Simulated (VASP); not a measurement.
# Ti (Fd-3m) in VASP: single point with PBEsol

Aim: the single point of Ti with PBEsol.

All numbers are computed with VASP 6.6.1; they aren't measurements. Logs are shortened: lines on timing, memory, paths and dates and some standing lists are left out, and cuts for length are marked.

### Step 1. The cell of the first run

It takes space group Fd-3m (No. 227, cubic). Conventional cell: a = 5.582 Å, b = 5.582 Å, c = 5.582 Å, α = 90.00°, β = 90.00°, γ = 90.00°. Within 3.2 Å of Ti (site symmetry -43m) lie 4 Ti at 2.42 Å.

This isn't the form of Ti at room conditions, which is hcp.

### Step 2. Single point, PBEsol

INCAR reads:

```
PREC = Accurate ; ENCUT = 500
EDIFF = 1E-6 ; ISMEAR = -1
SIGMA = 0.05 ; LREAL = F
LASPH = T ; NELM = 120
ALGO = Normal ; ISIF = 2
LWAVE = F ; LCHARG = F
GGA = PS ; NBANDS = 19
GGA_COMPAT = F
```

KPOINTS reads:

```
Automatic mesh
0
Gamma
  9 9 9
```

POSCAR reads:

```
Ti
1.0
    0.0000000000      2.7912246522      2.7912246522
    2.7912246522      0.0000000000      2.7912246522
    2.7912246522      2.7912246522      0.0000000000
Ti
2
Direct
   -0.1250000000     -0.1250000000     -0.1250000000
    0.1250000000      0.1250000000      0.1250000000
```

Potentials or basis: VASP PAW PBE potentials, release 64 (Ti_sv).

Run with:

```sh
cat potpaw_PBE.64/Ti_sv/POTCAR > POTCAR
mpirun -np 1 vasp_std > vasp.out
```

OUTCAR:

```text
PREC = Accurate
   ENCUT = 500
   EDIFF = 1E-6
   ISMEAR = -1
   LREAL = F
   LASPH = T
   NELM = 120
   ISIF = 2
   GGA = PS

 ion  position               nearest neighbor table
   1  0.875  0.875  0.875-   2 2.42   2 2.42   2 2.42   2 2.42
   2  0.125  0.125  0.125-   1 2.42   1 2.42   1 2.42   1 2.42

  LATTYP: Found a face centered cubic cell.
 ALAT       =     5.5824493044

  Lattice vectors:

 A1 = (   0.0000000000,   2.7912246522,   2.7912246522)
 A2 = (   2.7912246522,   0.0000000000,   2.7912246522)
 A3 = (   2.7912246522,   2.7912246522,   0.0000000000)

Analysis of symmetry for initial positions (statically):
=====================================================================
 Subroutine PRICEL returns:
 Original cell was already a primitive cell.

 Routine SETGRP: Setting up the symmetry group for a
 face centered cubic supercell.

 Subroutine GETGRP returns: Found 48 space group operations
 (whereof 12 operations were pure point group operations)
 out of a pool of 48 trial point group operations.

The static configuration has the point symmetry D_3d.
 The point group associated with its full space group is O_h .

Analysis of symmetry for dynamics (positions and initial velocities):
=====================================================================
 Subroutine PRICEL returns:
 Original cell was already a primitive cell.

 Routine SETGRP: Setting up the symmetry group for a
 face centered cubic supercell.

 Subroutine GETGRP returns: Found 48 space group operations
 (whereof 12 operations were pure point group operations)
 out of a pool of 48 trial point group operations.

The dynamic configuration has the point symmetry D_3d.
 The point group associated with its full space group is O_h .

 Subroutine INISYM returns: Found 48 space group operations
 (whereof 12 operations are pure point group operations),
 and found     1 'primitive' translations

----------------------------------------------------------------------------------------

                                     Primitive cell

  volume of cell :      43.4925

  direct lattice vectors                    reciprocal lattice vectors
     0.000000000  2.791224652  2.791224652    -0.179132840  0.179132840  0.179132840
[... 74 lines left out ...]
   NGX,Y,Z   is equivalent  to a cutoff of  12.63, 12.63, 12.63 a.u.
   NGXF,Y,Z  is equivalent  to a cutoff of  25.27, 25.27, 25.27 a.u.
 SYSTEM =  unknown system
   PREC   = accura    normal or accurate (medium, high low for compatibility)
   ISTART =      0    job   : 0-new  1-cont  2-samecut
   ICHARG =      2    charge: 1-file 2-atom 10-const
   ISPIN  =      1    spin polarized calculation?
   LNONCOLLINEAR =      F non collinear calculations
   LSORBIT =      F    spin-orbit coupling
   LASPH  =      T    aspherical Exc in radial PAW
   ENCUT  =  500.0 eV  36.75 Ry    6.06 a.u.   7.20  7.20  7.20*2*pi/ulx,y,z
   NELM   =    120;   NELMIN=  2; NELMDL= -5     # of ELM steps
   EDIFF  = 0.1E-05   stopping-criterion for ELM
   LREAL  =      F    real-space projection
   EDIFFG = 0.1E-04   stopping-criterion for IOM
   NSW    =      0    number of steps for IOM
   IBRION =     -1    ionic relax: 0-MD 1-quasi-New 2-CG
   NFREE  =      0    steps in history (QN), initial steepest desc. (CG)
   ISIF   =      2    stress and relaxation
   ISYM   =      2    0-nonsym 1-usesym 2-fastsym
   POTIM  = 0.5000    time-step for ionic-motion
   TEBEG  =    0.0;   TEEND  =   0.0 temperature during run
   PSTRESS=    0.0 pullay stress
   NELECT =      24.0000    total number of electrons
   NUPDOWN=      -1.0000    fix difference up-down
   EMIN   =  10.00;   EMAX   =-10.00  energy-range for DOS
   EFERMI =   0.00;   METHOD = LEGACY
   ISMEAR =    -1;   SIGMA  =   0.05  broadening in eV -4-tet -1-fermi 0-gaus
   EFERMI_NEDOS =   21; number of points for ismear=-14 and -15
   IALGO  =     38    algorithm
   IMIX   =      4    mixing-type and parameters
     AMIX     =   0.40;   BMIX     =  1.00
     AMIX_MAG =   1.60;   BMIX_MAG =  1.00
  volume/ion in A,a.u.               =      21.75       146.75
  Fermi-wavevector in a.u.,A,eV,Ry     =   1.342787  2.537499 24.532350  1.803077
  Thomas-Fermi vector in A             =   2.470913
   LORBIT       =      0    0 simple, 1 ext, 2 COOP (PROOUT), +10 PAW based schemes
   GGA     = PS    functional components
   LHFCALC =     F    Hartree Fock is set to
   AEXX    =    0.0000 exact exchange contribution
   IVDW    =     0    specifies the selected vdW correction
   LEPSILON=     F    determine dielectric tensor
   LRPA    =     F    only Hartree local field effects (RPA)
 non-spin polarized calculation
  energy-cutoff  :      500.00
  volume of cell :       43.49
 maximum number of plane-waves:      1125
 NGX is ok and might be reduce to    30
   NGX = 15   NGY = 15   NGZ = 15

 number of electron      23.9999995 magnetization

 Free energy of the ion-electron system (eV)
  ---------------------------------------------------
  ext. energy  EPLUGINS =         0.00000000
  ---------------------------------------------------
  free energy    TOTEN  =       -11.92895967 eV

  energy without entropy =      -11.87499028  energy(sigma->0) =      -11.90197498

 E-fermi :   5.6474     XC(G=0): -10.3092

 val. band max:        5.6452818584   @ k =   0.3333   0.3333   0.0000
 cond. band min:       5.6636596081   @ k =   0.3333   0.2222   0.0000
 fundamental gap:      0.0183777496
 Fermi energy:         5.6473939594

 k-point     1 :       0.0000    0.0000    0.0000
  band No.  band energies     occupation
      1     -50.8355      2.00000
      2     -50.2370      2.00000
      3     -27.3970      2.00000
      4     -27.3970      2.00000
      5     -27.3970      2.00000
      6     -26.5620      2.00000
[... 505 lines left out ...]
      6     -26.9197      2.00000
[... 11 lines left out ...]
     18       9.1902      0.00000
     19       9.9814      0.00000

 [... further k-points ...]
[... 5 lines left out ...]
  --------------------------------------------------------------------------------------
  -------------------------------------------------------------------------------------
  Total       -0.2682595     -0.2682595     -0.2682595      0.0000000     -0.0000000      0.0000000
  in kB       -9.8821462     -9.8821462     -9.8821462      0.0000000     -0.0000000      0.0000000
  external PRESSURE =      -9.8821462 kB  Pullay stress =       0.0000000 kB

 VOLUME and BASIS-vectors are now :
 -----------------------------------------------------------------------------
  energy-cutoff  :      500.00
  volume of cell :       43.49
      direct lattice vectors                 reciprocal lattice vectors
     0.000000000  2.791224652  2.791224652    -0.179132840  0.179132840  0.179132840
     2.791224652  0.000000000  2.791224652     0.179132840 -0.179132840  0.179132840
     2.791224652  2.791224652  0.000000000     0.179132840  0.179132840 -0.179132840

 POSITION                                       TOTAL-FORCE (eV/Angst)
 -----------------------------------------------------------------------------------
      4.88464      4.88464      4.88464         0.000000     -0.000000     -0.000000
      0.69781      0.69781      0.69781        -0.000000      0.000000      0.000000
 -----------------------------------------------------------------------------------
    total drift:                               -0.000000      0.000000      0.000000

  FREE ENERGIE OF THE ION-ELECTRON SYSTEM (eV)
  ---------------------------------------------------
  free  energy   TOTEN  =       -11.9289596721 eV

  energy  without entropy=      -11.8749902795  energy(sigma->0) =      -11.90197498
```

Wall time 15 s (1 thread of Intel Xeon 6975P-C (Granite Rapids), shared host); peak memory 0.17 GiB.

What came out:

```yaml
Free_energy: -11.9290 eV
Pressure: -1.0 GPa
Band_gap_on_the_k_mesh: zero (bands 12 and 13 overlap by 0.20 eV)
```

Levels at points of the mesh, in eV from the Fermi level:
```csv
k point,band 9,band 10,band 11,band 12,band 13,band 14,band 15,band 16
"(0.00, 0.00, 0.00)",-4.90,-0.68,-0.68,-0.15,-0.15,-0.15,1.78,1.78
```

Caveat: the PAW data sets were made with another functional, which shifts forces and pressure a little.
